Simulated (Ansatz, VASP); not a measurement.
Two plane-wave programs on AlN

```
Al N
1.0
     3.26200    0.00000    0.00000
    -1.63100    2.82497    0.00000
     0.00000    0.00000    4.05840
Al N
2 2
Direct
  0.33333 0.66667 0.75000
  0.66667 0.33333 0.25000
  0.33333 0.66667 0.25000
  0.66667 0.33333 0.75000
```

Alike in both runs: task single point; functional PBEsol; k mesh 9 × 9 × 6; occupations gaussian, width 0.05 eV; no spin polarisation.

|  | VASP | Ansatz |
| --- | --- | --- |
| version | VASP 6.6.1 | Ansatz 0.2.0 |
| potentials or method | VASP PAW PBE potentials, release 64 (Al, N), cutoff 520 eV | scalar-relativistic, plane waves, PAW |
| valence electrons in the cell | 16 | 16 |

Ansatz gave:

- gap on the k mesh at the Fermi level (eV): 3.66
- least direct gap on the mesh (eV): 3.66
- pressure (GPa): 10.2
- traceless stress, the component that is largest in VASP (GPa): 0.35

Problem. Which values does VASP return?

Solution. gap on the k mesh at the Fermi level (eV): 3.68; least direct gap on the mesh (eV): 3.68; pressure (GPa): 10.2; traceless stress, the component that is largest in VASP (GPa): 0.31.

VASP's potentials were made for PBE, not for PBEsol.
